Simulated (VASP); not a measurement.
BaZrO3: relaxation of cell and atoms with r2SCAN

The system is BaZrO3.

```
Ba Zr O
1.0
     4.20517    0.00000    0.00000
     0.00000    4.20517    0.00000
     0.00000    0.00000    4.20517
Ba Zr O
1 1 3
Direct
  0.00000 0.00000 0.00000
  0.50000 0.50000 0.50000
  0.00000 0.50000 0.50000
  0.50000 0.00000 0.50000
  0.50000 0.50000 0.00000
```

```
Program                : VASP 6.6.1
Task                   : relaxation of cell and atoms
Functional             : r2SCAN
Potentials or basis    : VASP PAW PBE potentials, release 64 (Ba_sv, Zr_sv, O)
Cutoff                 : 600 eV
k mesh                 : 6 × 6 × 6
Occupations            : gaussian, width 0.01 eV
Spin                   : no spin polarisation
Target pressure        : 4 GPa
Dipole correction      : no
Further INCAR settings : ALGO = Normal; EDIFF = 1e-07; IBRION = 2; EDIFFG = -0.002; NSW = 100; ISIF = 3
```

The relaxed volume is 14.61 Å³/atom. The relaxed cell is a = 4.180 Å, b = 4.180 Å, c = 4.180 Å, α = 90.00°, β = 90.00°, γ = 90.00°. The space group after relaxing (to 0.1 Å) is Pm-3m (No. 221) and the energy change on relaxing (the run minimises the enthalpy) is +4.0 meV/atom. The ionic steps are 6, the pressure after relaxing is 4.0 GPa and the band gap on the k mesh is 3.73 eV (least direct gap 3.96 eV).

Step by step:
| step | energy change (eV) | largest force (eV/Å) | pressure (GPa) | volume (Å³) |
| --- | --- | --- | --- | --- |
| 1 | 0.0000 | 0.0000 | 0.86 | 74.36 |
| 2 | 0.0887 | 0.0000 | 8.62 | 71.27 |
| 3 | 0.0198 | 0.0000 | 3.97 | 73.04 |
| 4 | 0.0205 | 0.0000 | 4.04 | 73.01 |
| 5 | 0.0195 | 0.0000 | 3.95 | 73.05 |
| 6 | 0.0200 | 0.0000 | 4.00 | 73.03 |

Final structure:
```
CELL_PARAMETERS angstrom
4.17988 0.00000 0.00000
0.00000 4.17988 0.00000
0.00000 0.00000 4.17988
ATOMIC_POSITIONS crystal
Ba 0.00000 0.00000 0.00000
Zr 0.50000 0.50000 0.50000
O 0.00000 0.50000 0.50000
O 0.50000 0.00000 0.50000
O 0.50000 0.50000 0.00000
```

Levels at points of the mesh, in eV from the valence-band top:
```
           k point  band 16  band 17  band 18  band 19  band 20  band 21  band 22  band 23  band 24
(0.00, 0.00, 0.00)    -1.03    -1.03    -0.24    -0.24    -0.24     3.73     3.73     3.73     5.18
(0.50, 0.00, 0.00)    -1.74    -1.74    -1.71    -0.47    -0.47     4.17     6.29     6.29     7.00
(0.50, 0.50, 0.00)    -2.41    -0.94    -0.94    -0.80    -0.08     6.25     6.25     7.04     7.20
(0.50, 0.50, 0.50)    -2.56    -2.56     0.00     0.00     0.00     6.66     6.66     6.66     7.62
```

Wall time 23 min on 1 thread of Intel Xeon 8259CL (shared host), peak memory 0.27 GiB.

Caveat: the cell is relaxed towards a set pressure, so the run minimises the enthalpy, not the energy; the PAW data sets were made with another functional, which shifts forces and pressure a little; spin-orbit coupling is left out, which moves the levels of the heavy elements. A k mesh can miss the band edges.
